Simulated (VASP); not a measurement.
Wanted: the native input for a VASP 6.6.1 run.

- Task: single point
- Functional: LDA
- Potentials or basis: VASP PAW LDA potentials, release 64 (Ti_sv, Al)
- Cutoff: 520 eV
- k mesh: 16 × 16 × 16
- Occupations: gaussian, width 0.15 eV
- Spin: no spin polarisation
- Dipole correction: no
- Further INCAR settings: ALGO = Fast; EDIFF = 1e-06; NBANDS = 14

The structure of TiAl lies in POSCAR:

```
TiAl
1.0
    3.1809095539     -0.0759944262     -0.0759944262
   -0.0759944262      3.1809095539     -0.0759944262
   -0.0759944262     -0.0759944262      3.1809095539
Ti Al
1 1
Direct
    0.0000000000      0.0000000000      0.0000000000
    0.5000000000      0.5000000000      0.5000000000
```

This cell differs from its parent crystal: ratio of the length along [111] to the lengths across it x 0.93, volume and fractional coordinates fixed.

The input as run:

INCAR

```
SYSTEM = TiAl
  PREC = Accurate
  ENCUT = 520
  EDIFF = 1E-6
  ISMEAR = 0
  SIGMA = 0.15
  LREAL = .FALSE.
  LASPH = .TRUE.
  NELM = 60
  ALGO = Fast
  ISIF = 2
  LWAVE = .FALSE.
  LCHARG = .FALSE.
  NBANDS = 14
```

KPOINTS

```
Automatic mesh
0
G
  16 16 16
  0 0 0
```

Potentials or basis: VASP PAW LDA potentials, release 64 (Ti_sv, Al).

Command:

```bash
$ cat potpaw_LDA.64/Ti_sv/POTCAR potpaw_LDA.64/Al/POTCAR > POTCAR
$ mpirun -np 1 vasp_std > vasp.out
```

It gave:

```yaml
Pressure: -5.0 GPa
Band_gap_on_the_k_mesh: zero (an odd number of electrons rules out a gap without spin polarisation)
```

Caveat: the cell stands under tension.

Run time: 4.8 min on 1 thread of Intel Xeon 8259CL, with other jobs on the host, peak memory 0.29 GiB.
